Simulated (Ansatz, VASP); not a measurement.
H in VASP and in Ansatz

The input INCAR:

```
  PREC = Accurate
  ENCUT = 520
  EDIFF = 1E-6
  ISMEAR = 0
  SIGMA = 0.05
  LREAL = False
  LASPH = True
  NELM = 150
  ALGO = Normal
  ISIF = 2
  LWAVE = False
  LCHARG = False
  ISPIN = 2
  MAGMOM = 1.05 1.05
  LORBIT = 11
  GGA = PE
  NBANDS = 12
```

The input KPOINTS:

```
Automatic mesh
0
Gamma
  6 6 6
```

File POSCAR:

```
H
1.0
    5.2690408864      0.0000000000      0.0000000000
   -2.6345204432      4.5631232612      0.0000000000
    0.0000000000      0.0000000000      4.2057484355
H
2
Direct
    0.3333333333      0.6666666667      0.2500000000
    0.6666666667      0.3333333333      0.7500000000
```

Input for Ansatz:

```yaml
crystal:
  lattice:
    - [5.2690408864, 0.0, 0.0]
    - [-2.6345204432, 4.5631232612, 0.0]
    - [0.0, 0.0, 4.2057484355]
  atoms:
    - { symbol: H, position: [0.3333333333, 0.6666666667, 0.25], spin: 1.05 }
    - { symbol: H, position: [0.6666666667, 0.3333333333, 0.75], spin: 1.05 }
basis:
  ecutwfc: 520.0
kpoints:
  mp_grid: { grid: [6, 6, 6] }
hamiltonian:
  xc: pbe
scf:
  occupations: { method: gaussian, width: 0.05 }
output:
  forces: true
  stress: true
  eigenvalues: true
  populations: true
magnetization:
  spin_polarized: true
```

Alike in both runs: task single point; functional PBE; k mesh 6 × 6 × 6; occupations gaussian, width 0.05 eV; collinear spin.

|  | VASP | Ansatz |
| --- | --- | --- |
| version | VASP 6.6.1 | Ansatz 0.2.0 |
| potentials or method | VASP PAW PBE potentials, release 64 (H), cutoff 520 eV | scalar-relativistic, plane waves, PAW |
| valence electrons in the cell | 2 | 2 |

```tsv
	VASP	Ansatz	Ansatz less VASP
gap on the k mesh at the Fermi level (eV)	6.74	6.74	+0.001
least direct gap on the mesh (eV)	7.28	7.28	+0.001
pressure (GPa)	0.0	0.1	+0.03
net moment per atom (μB)	1.00	1.00	0.000
size of the moment on the site where the two differ most (μB)	0.38	0.94	+0.563
```

Site moments also hang on the region over which each program counts them. Ansatz's warnings: nearly empty spin channel levels not settled, published levels not confirmed.
